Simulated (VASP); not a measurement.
# SiNi3 (Pm-3m) in VASP: settings compared

SiNi3 is run at these levels: PBE+D4, PBE; tasks: single point.

All numbers are computed with VASP 6.6.1; they aren't measurements. Logs are shortened: lines on timing, memory, paths and dates and some standing lists are left out, and cuts for length are marked.

## Step 1: The cell of the first run

The structure is cubic, space group Pm-3m (No. 221). Conventional cell: a = 3.470 Å, b = 3.470 Å, c = 3.470 Å, α = 90.00°, β = 90.00°, γ = 90.00°. Ni (site symmetry 4/mmm) has 8 Ni at 2.45 Å and 4 Si at 2.45 Å within 3.2 Å. Within 3.2 Å of Si (site symmetry m-3m) lie 12 Ni at 2.45 Å.

## Step 2: Single point, PBE+D4, collinear spin, ferromagnetic start

The input, INCAR:

```
ALGO = Normal ; EDIFF = 1E-6
ENCUT = 520 ; GGA = PE
ISIF = 2 ; ISMEAR = -1
ISPIN = 2 ; IVDW = 13
LASPH = True ; LCHARG = True
LELF = True ; LMAXMIX = 4
LORBIT = 11 ; LREAL = False
LVHAR = True ; LWAVE = False
MAGMOM = 1 1 1 0 ; NBANDS = 29
NELM = 150 ; PREC = Accurate
SIGMA = 0.05
```

The input, KPOINTS:

```
k-points
0
Gamma
  8 8 8
```

The input, POSCAR:

```
SiNi3
1.0
    3.4700849092      0.0000000000      0.0000000000
    0.0000000000      3.4700849092      0.0000000000
    0.0000000000      0.0000000000      3.4700849092
Ni Si
3 1
Direct
    0.5000000000      0.5000000000      0.0000000000
    0.5000000000      0.0000000000      0.5000000000
    0.0000000000      0.5000000000      0.5000000000
    0.0000000000      0.0000000000      0.0000000000
```

Potentials or basis: VASP PAW PBE potentials, release 64 (Ni, Si).

Run with:

```bash
$ cat potpaw_PBE.64/Ni/POTCAR potpaw_PBE.64/Si/POTCAR > POTCAR
$ mpirun -np 1 vasp_std > vasp.out
```

OUTCAR:

```text
EDIFF = 1E-6
   ENCUT = 520
   GGA = PE
   ISIF = 2
   ISMEAR = -1
   ISPIN = 2
   IVDW = 13
   LASPH = True
   LORBIT = 11
   LREAL = False
   NELM = 150
   PREC = Accurate

 ion  position               nearest neighbor table
   1  0.500  0.500  0.000-   2 2.45   3 2.45   4 2.45   2 2.45   3 2.45   2 2.45   4 2.45   2 2.45
                             3 2.45   4 2.45   3 2.45   4 2.45
   2  0.500  0.000  0.500-   1 2.45   3 2.45   4 2.45   1 2.45   4 2.45   1 2.45   3 2.45   1 2.45
                             3 2.45   4 2.45   4 2.45   3 2.45
   3  0.000  0.500  0.500-   1 2.45   2 2.45   4 2.45   1 2.45   4 2.45   2 2.45   4 2.45   4 2.45
                             1 2.45   2 2.45   1 2.45   2 2.45
   4  0.000  0.000  0.000-   1 2.45   2 2.45   3 2.45   2 2.45   3 2.45   1 2.45   3 2.45   3 2.45
                             1 2.45   2 2.45   2 2.45   1 2.45

  LATTYP: Found a simple cubic cell.
 ALAT       =     3.4700849092

  Lattice vectors:

 A1 = (   3.4700849092,   0.0000000000,   0.0000000000)
 A2 = (   0.0000000000,   3.4700849092,   0.0000000000)
 A3 = (   0.0000000000,   0.0000000000,   3.4700849092)

Analysis of symmetry for initial positions (statically):
=====================================================================
 Subroutine PRICEL returns:
 Original cell was already a primitive cell.

 Routine SETGRP: Setting up the symmetry group for a
 simple cubic supercell.

 Subroutine GETGRP returns: Found 48 space group operations
 (whereof 48 operations were pure point group operations)
 out of a pool of 48 trial point group operations.

The static configuration has the point symmetry O_h .

Analysis of symmetry for dynamics (positions and initial velocities):
=====================================================================
 Subroutine PRICEL returns:
 Original cell was already a primitive cell.

 Routine SETGRP: Setting up the symmetry group for a
 simple cubic supercell.

 Subroutine GETGRP returns: Found 48 space group operations
 (whereof 48 operations were pure point group operations)
 out of a pool of 48 trial point group operations.

The dynamic configuration has the point symmetry O_h .

Analysis of structural, dynamic, and magnetic symmetry:
=====================================================================
 Subroutine PRICEL returns:
 Original cell was already a primitive cell.

 Routine SETGRP: Setting up the symmetry group for a
 simple cubic supercell.

 Subroutine GETGRP returns: Found 48 space group operations
 (whereof 48 operations were pure point group operations)
 out of a pool of 48 trial point group operations.

The overall configuration has the point symmetry O_h .

 Subroutine INISYM returns: Found 48 space group operations
 (whereof 48 operations are pure point group operations),
 and found     1 'primitive' translations

----------------------------------------------------------------------------------------

                                     Primitive cell

  volume of cell :      41.7850

  direct lattice vectors                    reciprocal lattice vectors
     3.470084909  0.000000000  0.000000000     0.288177386  0.000000000  0.000000000
     0.000000000  3.470084909  0.000000000     0.000000000  0.288177386  0.000000000
     0.000000000  0.000000000  3.470084909     0.000000000  0.000000000  0.288177386

  length of vectors
     3.470084909  3.470084909  3.470084909     0.288177386  0.288177386  0.288177386

  position of ions in fractional coordinates (direct lattice)
     0.500000000  0.500000000  0.000000000
     0.500000000  0.000000000  0.500000000
     0.000000000  0.500000000  0.500000000
     0.000000000  0.000000000  0.000000000

  ion indices of the primitive-cell ions
   primitive index   ion index
                 1           1
                 2           2
                 3           3
                 4           4

----------------------------------------------------------------------------------------

 KPOINTS: k-points

Automatic generation of k-mesh.
 Grid dimensions read from file:
 generate k-points for:    8    8    8

 Generating k-lattice:

  Cartesian coordinates                     Fractional coordinates (reciprocal lattice)
     0.036022173  0.000000000  0.000000000     0.125000000  0.000000000  0.000000000
     0.000000000  0.036022173  0.000000000     0.000000000  0.125000000  0.000000000
     0.000000000  0.000000000  0.036022173     0.000000000  0.000000000  0.125000000

  Length of vectors
     0.036022173  0.036022173  0.036022173

  Shift w.r.t. Gamma in fractional coordinates (k-lattice)
     0.000000000  0.000000000  0.000000000

 Subroutine IBZKPT returns following result:
 ===========================================

 Found     35 irreducible k-points:

 Following reciprocal coordinates:
            Coordinates               Weight
  0.000000  0.000000  0.000000      1.000000
  0.125000  0.000000  0.000000      6.000000
  0.250000  0.000000  0.000000      6.000000
  0.375000  0.000000  0.000000      6.000000
  0.500000  0.000000  0.000000      3.000000
  0.125000  0.125000  0.000000     12.000000
[... 16 lines left out ...]
  0.375000  0.375000  0.125000     24.000000
  0.500000  0.375000  0.125000     24.000000
 [... further k-points ...]
   k-points           NKPTS =     35   k-points in BZ     NKDIM =     35   number of bands    NBANDS=     29
   number of dos      NEDOS =    301   number of ions     NIONS =      4
   total plane-waves  NPLWV =  21952
   dimension x,y,z NGX =    28 NGY =   28 NGZ =   28
   dimension x,y,z NGXF=    56 NGYF=   56 NGZF=   56
   ions per type =               3   1
   NGX,Y,Z   is equivalent  to a cutoff of  13.41, 13.41, 13.41 a.u.
   NGXF,Y,Z  is equivalent  to a cutoff of  26.83, 26.83, 26.83 a.u.
 SYSTEM =  unknown system
   PREC   = accura    normal or accurate (medium, high low for compatibility)
   ISTART =      0    job   : 0-new  1-cont  2-samecut
   ICHARG =      2    charge: 1-file 2-atom 10-const
   ISPIN  =      2    spin polarized calculation?
   LNONCOLLINEAR =      F non collinear calculations
   LSORBIT =      F    spin-orbit coupling
   LASPH  =      T    aspherical Exc in radial PAW
   ENCUT  =  520.0 eV  38.22 Ry    6.18 a.u.   6.45  6.45  6.45*2*pi/ulx,y,z
   NELM   =    150;   NELMIN=  2; NELMDL= -5     # of ELM steps
   EDIFF  = 0.1E-05   stopping-criterion for ELM
   LREAL  =      F    real-space projection
   EDIFFG = 0.1E-04   stopping-criterion for IOM
   NSW    =      0    number of steps for IOM
   IBRION =     -1    ionic relax: 0-MD 1-quasi-New 2-CG
   NFREE  =      0    steps in history (QN), initial steepest desc. (CG)
   ISIF   =      2    stress and relaxation
   ISYM   =      2    0-nonsym 1-usesym 2-fastsym
   POTIM  = 0.5000    time-step for ionic-motion
   TEBEG  =    0.0;   TEEND  =   0.0 temperature during run
   PSTRESS=    0.0 pullay stress
   NELECT =      34.0000    total number of electrons
   NUPDOWN=      -1.0000    fix difference up-down
   EMIN   =  10.00;   EMAX   =-10.00  energy-range for DOS
   EFERMI =   0.00;   METHOD = LEGACY
   ISMEAR =    -1;   SIGMA  =   0.05  broadening in eV -4-tet -1-fermi 0-gaus
   EFERMI_NEDOS =   21; number of points for ismear=-14 and -15
   IALGO  =     38    algorithm
   IMIX   =      4    mixing-type and parameters
     AMIX     =   0.40;   BMIX     =  1.00
     AMIX_MAG =   1.60;   BMIX_MAG =  1.00
  volume/ion in A,a.u.               =      10.45        70.49
  Fermi-wavevector in a.u.,A,eV,Ry     =   1.528367  2.888195 31.781934  2.335906
  Thomas-Fermi vector in A             =   2.636136
   LORBIT       =     11    0 simple, 1 ext, 2 COOP (PROOUT), +10 PAW based schemes
   GGA     = PE    functional components
   LHFCALC =     F    Hartree Fock is set to
   AEXX    =    0.0000 exact exchange contribution
   IVDW    =    13    specifies the selected vdW correction
   LEPSILON=     F    determine dielectric tensor
   LRPA    =     F    only Hartree local field effects (RPA)
 spin polarized calculation
  energy-cutoff  :      520.00
  volume of cell :       41.78
 maximum number of plane-waves:      1141
 NGX is ok and might be reduce to    28
   NGX = 13   NGY = 13   NGZ = 13

 number of electron      33.9999972 magnetization      -0.0024688

 number of electron      33.9999972 magnetization       0.0009620

 Free energy of the ion-electron system (eV)
  ---------------------------------------------------
  ext. energy  EPLUGINS =         0.00000000
  ---------------------------------------------------
  free energy    TOTEN  =       -23.65920090 eV

  energy without entropy =      -23.64154200  energy(sigma->0) =      -23.65037145

 E-fermi :  11.1257     XC(G=0): -13.2695

 val. band max:       11.0645232436   @ k =   0.1250   0.1250   0.0000
 cond. band min:      11.1380662273   @ k =   0.5000   0.3750   0.3750
 fundamental gap:      0.0735429837
 Fermi energy:        11.1257019878

 spin component 1

 k-point     1 :       0.0000    0.0000    0.0000
  band No.  band energies     occupation
      1      -1.0471      1.00000
      2       6.0545      1.00000
      3       6.8879      1.00000
      4       6.8879      1.00000
      5       7.4274      1.00000
      6       7.4274      1.00000
[... 21 lines left out ...]
     28      25.3613      0.00000
     29      25.4811      0.00000

 k-point     2 :       0.1250    0.0000    0.0000
  band No.  band energies     occupation
      1      -0.8599      1.00000
      2       6.0725      1.00000
      3       6.6434      1.00000
      4       7.0210      1.00000
      5       7.4124      1.00000
      6       7.4124      1.00000
[... 21 lines left out ...]
     28      24.7353      0.00000
     29      25.3199      0.00000

 k-point     3 :       0.2500    0.0000    0.0000
  band No.  band energies     occupation
      1      -0.3171      1.00000
      2       5.3459      1.00000
      3       6.6078      1.00000
      4       7.3529      1.00000
      5       7.3529      1.00000
      6       7.3851      1.00000
[... 638 lines left out ...]
      5       7.4814      1.00000
      6       7.9731      1.00000
[... 21 lines left out ...]
     28      26.3208      0.00000
     29      27.1406      0.00000

 k-point    24 :       0.5000    0.3750    0.1250
  band No.  band energies     occupation
      1       2.3010      1.00000
      2       4.6445      1.00000
      3       5.4124      1.00000
      4       7.0345      1.00000
      5       7.4160      1.00000
      6       8.1036      1.00000
[... 21 lines left out ...]
     28      26.3167      0.00000
     29      28.5807      0.00000

 [... further k-points ...]

 spin component 2

 k-point     1 :       0.0000    0.0000    0.0000
  band No.  band energies     occupation
      1      -1.0471      1.00000
      2       6.0545      1.00000
      3       6.8881      1.00000
      4       6.8881      1.00000
      5       7.4278      1.00000
      6       7.4278      1.00000
[... 21 lines left out ...]
     28      25.4618      0.00000
     29      25.4811      0.00000

 k-point     2 :       0.1250    0.0000    0.0000
  band No.  band energies     occupation
      1      -0.8600      1.00000
      2       6.0725      1.00000
      3       6.6436      1.00000
      4       7.0212      1.00000
      5       7.4128      1.00000
      6       7.4128      1.00000
[... 21 lines left out ...]
     28      24.7353      0.00000
     29      25.3199      0.00000

 k-point     3 :       0.2500    0.0000    0.0000
  band No.  band energies     occupation
      1      -0.3172      1.00000
      2       5.3459      1.00000
      3       6.6079      1.00000
      4       7.3532      1.00000
      5       7.3532      1.00000
      6       7.3853      1.00000
[... 638 lines left out ...]
      5       7.4815      1.00000
      6       7.9735      1.00000
[... 21 lines left out ...]
     28      26.3208      0.00000
     29      27.1406      0.00000

 k-point    24 :       0.5000    0.3750    0.1250
  band No.  band energies     occupation
      1       2.3009      1.00000
      2       4.6445      1.00000
      3       5.4124      1.00000
      4       7.0346      1.00000
      5       7.4161      1.00000
      6       8.1039      1.00000
[... 21 lines left out ...]
     28      26.3167      0.00000
     29      28.5806      0.00000

 [... further k-points ...]

------------------------ aborting loop because EDIFF is reached ----------------------------------------

  DFT-D4 for vdW energy calculation

  Edisp (eV):   -2.02598

  FORCE on cell =-STRESS in cart. coord.  units (eV):
  Direction    XX          YY          ZZ          XY          YZ          ZX
  --------------------------------------------------------------------------------------
  -------------------------------------------------------------------------------------
  Total      -0.01216    -0.01216    -0.01216    -0.00000    -0.00000     0.00000
  in kB      -0.46612    -0.46612    -0.46612    -0.00000    -0.00000     0.00000
  external pressure =       -0.47 kB  Pullay stress =        0.00 kB

 VOLUME and BASIS-vectors are now :
 -----------------------------------------------------------------------------
  energy-cutoff  :      520.00
  volume of cell :       41.78
      direct lattice vectors                 reciprocal lattice vectors
     3.470084909  0.000000000  0.000000000     0.288177386  0.000000000  0.000000000
     0.000000000  3.470084909  0.000000000     0.000000000  0.288177386  0.000000000
     0.000000000  0.000000000  3.470084909     0.000000000  0.000000000  0.288177386

 POSITION                                       TOTAL-FORCE (eV/Angst)
 -----------------------------------------------------------------------------------
      1.73504      1.73504      0.00000         0.000000      0.000000      0.000000
      1.73504      0.00000      1.73504         0.000000      0.000000      0.000000
      0.00000      1.73504      1.73504         0.000000      0.000000      0.000000
      0.00000      0.00000      0.00000         0.000000      0.000000      0.000000
 -----------------------------------------------------------------------------------
    total drift:                                0.000000      0.000000      0.000000

  FREE ENERGIE OF THE ION-ELECTRON SYSTEM (eV)
  ---------------------------------------------------
  free  energy   TOTEN  =       -25.6851832844 eV

  energy  without entropy=      -25.6675243882  energy(sigma->0) =      -25.67635384

 total charge

# of ion       s       p       d       tot
------------------------------------------
    1        0.499   0.603   8.428   9.530
    2        0.499   0.603   8.428   9.530
    3        0.499   0.603   8.428   9.530
    4        0.730   0.840   0.000   1.570
--------------------------------------------------
tot          2.227   2.650  25.284  30.162

 magnetization (x)

# of ion       s       p       d       tot
------------------------------------------
    1       -0.000  -0.000   0.000   0.000
    2       -0.000  -0.000   0.000   0.000
    3       -0.000  -0.000   0.000   0.000
    4       -0.000  -0.000   0.000  -0.000
--------------------------------------------------
tot         -0.000  -0.000   0.001   0.001
```

Run time: 66 s. Hardware: 1 thread of Intel Xeon 6975P-C, shared host; peak memory 0.21 GiB.

What came out:

| Property | Result |
| --- | --- |
| Free energy | -25.6852 eV |
| Pressure | 0.0 GPa |
| Band gap on the k mesh | zero (filled and empty bands overlap) |
| Net moment | 0.00 μB per cell |
| Valence electrons inside the program's atomic spheres | Ni 9.53; Si 1.57 |
| Dispersion energy per atom | -0.506 eV |

Levels at points of the mesh, in eV from the Fermi level:
Spin up:
```csv
k point,band 13,band 14,band 15,band 16,band 17,band 18,band 19,band 20,band 21,band 22
"(0.00, 0.00, 0.00)",-0.92,-0.65,-0.65,-0.31,0.03,0.03,0.03,5.12,6.47,6.47
"(0.50, 0.00, 0.00)",-1.37,-1.35,-1.20,-0.58,0.03,3.72,3.72,5.34,5.34,5.44
"(0.50, 0.50, 0.00)",-1.50,-1.49,-1.16,-1.06,-0.99,0.68,0.68,5.78,6.49,7.79
"(0.50, 0.50, 0.50)",-1.51,-1.30,-1.30,-0.45,-0.22,-0.22,-0.22,1.34,4.16,4.16
```
Spin down:
```csv
k point,band 14,band 15,band 16,band 17,band 18,band 19,band 20,band 21
"(0.00, 0.00, 0.00)",-0.65,-0.65,-0.31,0.03,0.03,0.03,5.12,6.47
"(0.50, 0.00, 0.00)",-1.35,-1.20,-0.58,0.04,3.72,3.72,5.34,5.34
"(0.50, 0.50, 0.00)",-1.49,-1.16,-1.06,-0.99,0.68,0.68,5.78,6.49
"(0.50, 0.50, 0.50)",-1.30,-1.30,-0.45,-0.21,-0.21,-0.21,1.34,4.16
```

Caveat: pairwise dispersion overbinds metals, which lowers pressure and volume.

## Step 3: Single point, PBE, collinear spin, ferromagnetic start

This run uses another cell than the first one, of 11.11 Å³/atom, 1.063 times its volume.

The input, INCAR:

```
PREC = Accurate
ENCUT = 520
EDIFF = 1E-6
ISMEAR = 0
SIGMA = 0.027000000000000003
LREAL = False
LASPH = True
NELM = 150
ALGO = Normal
ISIF = 2
LWAVE = False
LCHARG = False
ISPIN = 2
MAGMOM = 1 1 1 0
LORBIT = 11
LMAXMIX = 4
GGA = PE
NBANDS = 29
```

The input, KPOINTS:

```
Automatic mesh
0
Gamma
  8 8 8
```

The input, POSCAR:

```
SiNi3
1.0
    3.5420000000      0.0000000000      0.0000000000
    0.0000000000      3.5420000000      0.0000000000
    0.0000000000      0.0000000000      3.5420000000
Ni Si
3 1
Direct
    0.5000000000      0.5000000000      0.0000000000
    0.5000000000      0.0000000000      0.5000000000
    0.0000000000      0.5000000000      0.5000000000
    0.0000000000      0.0000000000      0.0000000000
```

Potentials or basis: VASP PAW PBE potentials, release 64 (Ni, Si).

Run with:

```bash
$ cat potpaw_PBE.64/Ni/POTCAR potpaw_PBE.64/Si/POTCAR > POTCAR
$ mpirun -np 1 vasp_std > vasp.out
```

Wall time 66 s (1 thread of Intel Xeon 6975P-C, shared host); peak memory 0.21 GiB.

Results (log left out):

```yaml
Free_energy: -23.6539 eV
Pressure: -6.0 GPa
Band_gap_on_the_k_mesh: zero (filled and empty bands overlap)
Net_moment: 0.00 μB per cell
Valence_electrons_inside_the_program's_atomic_spheres: Ni 9.40; Si 1.53
```

Levels at points of the mesh, in eV from the Fermi level:
Spin up:
| k point | band 13 | band 14 | band 15 | band 16 | band 17 | band 18 | band 19 | band 20 | band 21 | band 22 |
| --- | --- | --- | --- | --- | --- | --- | --- | --- | --- | --- |
| (0.00, 0.00, 0.00) | -0.86 | -0.60 | -0.60 | -0.30 | 0.02 | 0.02 | 0.02 | 4.53 | 6.18 | 6.18 |
| (0.50, 0.00, 0.00) | -1.26 | -1.24 | -1.10 | -0.54 | 0.02 | 3.48 | 3.48 | 4.96 | 5.19 | 5.19 |
| (0.50, 0.50, 0.00) | -1.37 | -1.36 | -1.07 | -0.97 | -0.91 | 0.61 | 0.61 | 5.39 | 6.18 | 7.55 |
| (0.50, 0.50, 0.50) | -1.38 | -1.19 | -1.19 | -0.34 | -0.21 | -0.21 | -0.21 | 1.07 | 3.88 | 3.88 |
Spin down:
```csv
k point,band 14,band 15,band 16,band 17,band 18,band 19,band 20,band 21
"(0.00, 0.00, 0.00)",-0.60,-0.60,-0.29,0.02,0.02,0.02,4.53,6.18
"(0.50, 0.00, 0.00)",-1.24,-1.10,-0.54,0.02,3.48,3.48,4.96,5.19
"(0.50, 0.50, 0.00)",-1.36,-1.07,-0.97,-0.91,0.61,0.61,5.39,6.18
"(0.50, 0.50, 0.50)",-1.19,-1.19,-0.34,-0.21,-0.21,-0.21,1.07,3.88
```

(Continued in part 2 of 2.)
